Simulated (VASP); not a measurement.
Wanted: the native input for a VASP 6.6.1 run.

```yaml
Task: single point
Functional: HSE06
Potentials_or_basis: VASP PAW PBE potentials, release 64 (Rb_sv, Br)
Cutoff: 520 eV
k_mesh: 4 × 4 × 4
Occupations: gaussian, width 0.01 eV
Spin: no spin polarisation
Dipole_correction: no
Grid_for_exact_exchange_PRECFOCK: Normal
Further_INCAR_settings: ALGO = Normal; EDIFF = 1e-07; NBANDS = 15
Share_of_exact_exchange: 0.25
Screening_parameter: 0.2079 1/Å
```

Crystal: RbBr.

```
Rb Br
1.0
     0.01290    3.88240    3.88240
     3.88240    0.01290    3.88240
     3.88240    3.88240    0.01290
Rb Br
1 1
Direct
  0.00016 0.00016 0.00016
  0.24984 0.24984 0.24984
```

This cell differs from its parent crystal: strain along [111] +0.5%.

One way to write it, as run:

POSCAR

```
RbBr
1.0
    0.0128983229      3.8823951875      3.8823951875
    3.8823951875      0.0128983229      3.8823951875
    3.8823951875      3.8823951875      0.0128983229
Rb Br
1 1
Direct
    0.0001607517      0.0001607517      0.0001607517
    0.2498392483      0.2498392483      0.2498392483
```

INCAR.step1

```
PREC = Accurate
ENCUT = 520
EDIFF = 1E-5
ISMEAR = 0
SIGMA = 0.01
LREAL = False
LASPH = True
NELM = 60
ALGO = Normal
ISIF = 2
LWAVE = True
LCHARG = False
GGA = PE
NBANDS = 15
```

INCAR.step2

```
PREC = Accurate
ENCUT = 520
EDIFF = 1E-7
ISMEAR = 0
SIGMA = 0.01
LREAL = False
LASPH = True
NELM = 60
ALGO = Normal
ISIF = 2
LWAVE = False
LCHARG = False
GGA = PE
LHFCALC = True
HFSCREEN = 0.2079
PRECFOCK = Normal
ISTART = 1
NBANDS = 15
```

KPOINTS

```
regular mesh
0
Gamma
  4 4 4
```

Potentials or basis: VASP PAW PBE potentials, release 64 (Rb_sv, Br).

The run is started by

```sh
$ cat potpaw_PBE.64/Rb_sv/POTCAR potpaw_PBE.64/Br/POTCAR > POTCAR
$ cp INCAR.step1 INCAR
$ mpirun -np 1 vasp_std > vasp.out
$ cp INCAR.step2 INCAR
$ mpirun -np 1 vasp_std > vasp.out
```

It gave:

```yaml
Pressure: 0.0 GPa
Largest_force: 0.007 eV/Å
Band_gap_on_the_k_mesh: 5.17 eV (least direct gap 5.25 eV)
```

Caveat: the cell differs from its parent crystal (strain along [111] +0.5%); the structure was generated, so it needn't be the stable form of RbBr; the PAW data sets were made with another functional, which shifts forces and pressure a little.

Wall time 22 min on 1 thread of Intel(R) Xeon(R) Platinum 8259CL CPU @ 2.50GHz (Skylake/Cascade Lake), with other jobs on the host, peak memory 0.38 GiB.
